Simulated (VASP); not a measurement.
# ZnCdTeS4: single point with PBE

The system is ZnCdTeS4.

```
Zn Cd Te S
1.0
     3.95727    0.00000    0.00000
    -1.97864    3.42710    0.00000
     0.00000    0.00000   11.78510
Zn Cd Te S
1 1 1 4
Direct
  0.33333 0.66667 0.04887
  0.66667 0.33333 0.33878
  0.33333 0.66667 0.65673
  0.66667 0.33333 0.77986
  0.33333 0.66667 0.25638
  0.00000 0.00000 0.99454
  0.00000 0.00000 0.52184
```

```
Program             : VASP 6.6.1
Task                : single point
Functional          : PBE
Potentials or basis : VASP PAW PBE potentials, release 64 (Zn, Cd, Te, S)
Cutoff              : 500 eV
k mesh              : 12 × 12 × 4
Occupations         : gaussian, width 0.1 eV
Spin                : no spin polarisation
```

| Quantity | Value |
| --- | --- |
| Pressure | 0.0 GPa |
| Largest force | 0.031 eV/Å |
| Band gap on the k mesh | zero (bands 27 and 28 overlap by 0.03 eV) |

Forces on the atoms (eV/Å):
```
Zn   0.000  0.000  0.001
Cd   0.000  0.000  0.031
Te   0.000  0.000  0.000
S    0.000  0.000 -0.021
S    0.000  0.000 -0.029
S    0.000  0.000 -0.012
S    0.000  0.000  0.030
```

Levels at points of the mesh, in eV from the Fermi level:
```csv
k point,band 24,band 25,band 26,band 27,band 28,band 29,band 30,band 31
"(0.00, 0.00, 0.00)",-0.53,-0.53,-0.03,-0.03,0.26,0.68,0.68,2.58
"(0.50, 0.00, 0.00)",-1.63,-1.32,-0.88,-0.74,0.97,1.98,2.27,3.49
"(0.00, 0.00, 0.50)",-0.50,-0.50,-0.07,-0.07,-0.06,0.71,0.71,2.74
"(0.50, 0.00, 0.50)",-1.94,-1.44,-1.03,-0.40,0.78,2.02,2.40,3.76
```

It took 9.5 min on 1 thread of Oxide Virtual Turin-like Processor, with other jobs on the host, peak memory 0.5 GiB.

Caveat: semilocal functionals underestimate gaps, and a narrow one can read as zero; spin-orbit coupling is left out, which moves the levels of the heavy elements.
